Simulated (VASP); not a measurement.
# ZrC: single point with PBE

ZrC:

```xyz
2
Lattice="2.9193 0.0000 0.0000 0.0000 2.9193 0.0000 0.0000 0.0000 2.9193" Properties=species:S:1:pos:R:3 pbc="T T T"
Zr    0.0000    0.0000    0.0000
C     1.4597    1.4597    1.4597
```

| Property | Result |
| --- | --- |
| Program | VASP 6.6.1 |
| Task | single point |
| Functional | PBE |
| Potentials or basis | VASP PAW PBE potentials, release 64 (Zr_sv, C) |
| Cutoff | 600 eV |
| k mesh | 8 × 8 × 8 |
| Occupations | gaussian, width 0.05 eV |
| Spin | no spin polarisation |
| Dipole correction | no |
| Further INCAR settings | ALGO = Normal; EDIFF = 1e-06; NBANDS = 15 |

* Pressure: 0.2 GPa
* Band gap on the k mesh: zero (band 8 reaches 11.65 eV, above the bottom of band 9 at 9.57 eV)

Levels at points of the mesh, in eV from the Fermi level:
```
           k point  band 4  band 5  band 6  band 7  band 8  band 9  band 10  band 11  band 12  band 13
(0.00, 0.00, 0.00)  -26.07  -11.78   -1.91   -1.91    1.23    1.23     1.23     5.27     5.27     5.27
(0.50, 0.00, 0.00)  -25.94   -9.03   -5.61   -1.02   -1.02   -0.85     5.73     6.10     7.65     7.65
(0.50, 0.50, 0.00)  -25.83   -9.86   -2.16   -2.16   -0.58    1.95     2.68     2.68     4.25     7.50
(0.50, 0.50, 0.50)  -26.90   -7.24   -5.28   -5.28   -5.28    7.72     7.72     8.69     8.69     8.69
```

It took 9.4 s on 1 thread of Intel(R) Xeon(R) Platinum 8375C CPU @ 2.90GHz (Ice Lake) (shared host), peak memory 0.14 GiB.
